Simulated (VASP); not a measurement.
Runs of VASP 6.6.1 on GaAs. The structure is that of space group P6/mmm (No. 191), or close to it. The cells are those of the table. The cell was generated, and may not be a known phase.

| task | cell | k mesh | cutoff (eV) | gap on the mesh (eV) | pressure (GPa) | relaxed volume (Å³/atom) |
| --- | --- | --- | --- | --- | --- | --- |
| relaxation of cell and atoms | relaxed from a = 2.956, b = 2.956, c = 5.124 Å, angles 90.0, 90.0, 120.0°, 2 atoms | 24 × 24 × 12 | 600 | none | 0.0 | 19.22 |
| single point | a = 2.860, b = 2.860, c = 5.417 Å, angles 90.0, 90.0, 120.0°, 2 atoms | 24 × 24 × 12 | 520 | none | 0.2 | - |
| single point | a = 3.264, b = 3.264, c = 4.784 Å, angles 90.0, 90.0, 120.0°, 2 atoms | 6 × 6 × 4 | 520 | none | (b) | - |
| single point | a = 2.956, b = 2.956, c = 5.124 Å, angles 90.0, 90.0, 120.0°, 2 atoms | 6 × 6 × 4 | 520 | none | (a) | - |
| relaxation of cell and atoms | relaxed from a = 3.264, b = 3.264, c = 4.784 Å, angles 90.0, 90.0, 120.0°, 2 atoms | 6 × 6 × 4 | 600 | none | 0.0 | 19.41 |

Alike in all rows: level PBE; potentials or basis VASP PAW PBE potentials, release 64 (Ga_d, As); no spin polarisation; smearing gaussian 0.1 eV.

Fill in the values left out.

(a) 0.1; (b) 0.4.

Caveats: some runs use coarse meshes.

A k mesh can miss the band edges, and the runs leave out spin-orbit coupling on As, Ga.

A gap of «none» marks levels without a gap at the run's occupations.
